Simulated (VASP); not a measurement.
Write the native input for VASP 6.6.1 that does the following.

| Item | Value |
| --- | --- |
| Task | single point |
| Functional | r2SCAN |
| Potentials or basis | VASP PAW PBE potentials, release 64 (Ta_pv) |
| Cutoff | 520 eV |
| k mesh | 8 × 8 × 8 |
| Occupations | gaussian, width 0.15 eV |
| Spin | no spin polarisation |
| Dipole correction | no |
| Further INCAR settings | ALGO = Normal; EDIFF = 1e-06; NBANDS = 12 |

Ta:

```
Ta
1.0
    -1.65128    1.65128    1.65128
     1.65128   -1.65128    1.65128
     1.65128    1.65128   -1.65128
Ta
1
Direct
  0.00000 0.00000 0.00000
```

The input as run:

POSCAR

```
Ta
1.0
   -1.6512800000      1.6512800000      1.6512800000
    1.6512800000     -1.6512800000      1.6512800000
    1.6512800000      1.6512800000     -1.6512800000
Ta
1
Direct
    0.0000000000      0.0000000000      0.0000000000
```

INCAR.step1

```
PREC = Accurate
ENCUT = 520
ISMEAR = 0
SIGMA = 0.15
LREAL = False
LASPH = True
NELM = 80
NBANDS = 12
GGA = PE
ALGO = Normal
EDIFF = 1E-4
LWAVE = True
LCHARG = False
```

INCAR.step2

```
PREC = Accurate
ENCUT = 520
EDIFF = 1E-6
ISMEAR = 0
SIGMA = 0.15
LREAL = False
LASPH = True
NELM = 80
ALGO = Normal
ISIF = 2
LWAVE = False
LCHARG = False
METAGGA = R2SCAN
LMIXTAU = True
NBANDS = 12
ISTART = 1
```

KPOINTS

```
Automatic mesh
0
Gamma
  8 8 8
```

Potentials or basis: VASP PAW PBE potentials, release 64 (Ta_pv).

Command:

```console
$ cat potpaw_PBE.64/Ta_pv/POTCAR > POTCAR
$ cp INCAR.step1 INCAR
$ mpirun -np 1 vasp_std > vasp.out
$ cp INCAR.step2 INCAR
$ mpirun -np 1 vasp_std > vasp.out
```

It gave:

```
Pressure : -1.2 GPa
```

Caveat: the PAW data sets were made with another functional, which shifts forces and pressure a little.

It took 20 s on 1 thread of Intel(R) Xeon(R) Platinum 8259CL CPU @ 2.50GHz (Skylake/Cascade Lake) (shared host), peak memory 0.15 GiB.
